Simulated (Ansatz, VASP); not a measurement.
**CdF2: VASP beside Ansatz**

```xyz
3
Lattice="0.0000 2.7005 2.7005 2.7005 0.0000 2.7005 2.7005 2.7005 0.0000" Properties=species:S:1:pos:R:3 pbc="T T T"
Cd    0.2025   -0.2025   -0.2025
F     1.1477    1.5528    1.5528
F     4.0508    4.0508    4.0508
```

Change from the starting cell: shortest bond scaled by 0.7, LAPW.

Alike in both runs: task single point; functional PBE; k mesh 7 × 7 × 7; occupations fermi-dirac, width 0.03 eV; no spin polarisation.

|  | VASP | Ansatz |
| --- | --- | --- |
| version | VASP 6.6.1 | Ansatz 0.2.0 |
| potentials or method | VASP PAW PBE potentials, release 64 (Cd, F), cutoff 520 eV | all-electron LAPW, scalar-relativistic |

|  | VASP | Ansatz | Ansatz less VASP |
| --- | --- | --- | --- |
| gap on the k mesh at the Fermi level (eV) | 2.23 | 2.31 | +0.076 |
| pressure (GPa) | 51.6 | 47.2 | -4.35 |
| traceless stress, the component that is largest in VASP (GPa) | -38.56 | -34.99 | +3.572 |
| rms of the force components (eV/Å) | 9.497 | 8.652 | -0.8451 |

Atom by atom the forces differ by 0.845 eV/Å (rms over components). Both programs put the cell under a high pressure, so it lies far from rest at this level. Ansatz ran all-electron here, and VASP with PAW potentials.
